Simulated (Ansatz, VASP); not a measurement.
# Zr2P3: VASP beside Ansatz

```xyz
5
Lattice="4.6217 0.0000 0.0000 -2.3109 4.0025 0.0000 0.0000 0.0000 5.2277" Properties=species:S:1:pos:R:3 pbc="T T T"
Zr    0.0000    2.6683    1.1852
Zr    2.3109    1.3342    4.0424
P     0.0000    0.0000    0.0000
P     0.0000    2.6683    3.7925
P     2.3109    1.3342    1.4352
```

Alike in both runs: functional PBE; k mesh 12 × 12 × 8; occupations gaussian, width 0.1 eV; no spin polarisation.

Ansatz relaxed the structure, and its values are those at the end. VASP's run is a single point on that final structure, the one shown.

|  | VASP | Ansatz |
| --- | --- | --- |
| version | VASP 6.6.1 | Ansatz 0.2.0 |
| potentials or method | VASP PAW PBE potentials, release 64 (Zr_sv, P), cutoff 520 eV | scalar-relativistic, plane waves, PAW |
| valence electrons in the cell | 39 | 39 |

|  | VASP | Ansatz | Ansatz less VASP |
| --- | --- | --- | --- |
| gap on the k mesh at the Fermi level (eV) | none | none | - |
| pressure (GPa) | 0.0 | 0.0 | 0.00 |

A gap of «none» marks a metal or a gap that the smearing closes.
